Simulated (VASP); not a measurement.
A run of VASP 6.6.1:

Contents of POSCAR:

```
Nb
1.0
    0.0000000000      2.0493653136      2.0493653136
    2.0493653136      0.0000000000      2.0493653136
    2.0493653136      2.0493653136      0.0000000000
Nb
1
Direct
    0.0000000000      0.0000000000      0.0000000000
```

INCAR.step1

```
SYSTEM = Nb
PREC = Accurate
ENCUT = 520
ISMEAR = -1
SIGMA = 0.05
LREAL = .False.
LASPH = .True.
NELM = 150
ISPIN = 2
MAGMOM = 1
LMAXMIX = 4
NBANDS = 16
GGA = PE
ALGO = Normal
EDIFF = 1E-4
LWAVE = .True.
LCHARG = .False.
```

File INCAR.step2:

```
SYSTEM = Nb
PREC = Accurate
ENCUT = 520
EDIFF = 1E-7
ISMEAR = -1
SIGMA = 0.05
LREAL = .False.
LASPH = .True.
NELM = 150
ALGO = Normal
ISIF = 2
LWAVE = .False.
LCHARG = .False.
ISPIN = 2
MAGMOM = 1
LORBIT = 11
LMAXMIX = 4
METAGGA = R2SCAN
LMIXTAU = .True.
NBANDS = 16
ISTART = 1
```

KPOINTS

```
Automatic mesh
0
Gamma
  21 21 21
  0 0 0
```

Potentials or basis: VASP PAW PBE potentials, release 64 (Nb_sv).

Run with:

```sh
$ cat potpaw_PBE.64/Nb_sv/POTCAR > POTCAR
$ cp INCAR.step1 INCAR
$ mpirun -np 1 vasp_std > vasp.out
$ cp INCAR.step2 INCAR
$ mpirun -np 1 vasp_std > vasp.out
```

Hardware: 1 thread of Intel(R) Xeon(R) 6975P-C (Granite Rapids), with other jobs on the host.

Estimate the wall time of this run.

It took 3.3 min on 1 thread of Intel(R) Xeon(R) 6975P-C (Granite Rapids), on a shared host, peak memory 0.24 GiB. Counts: k points 286.
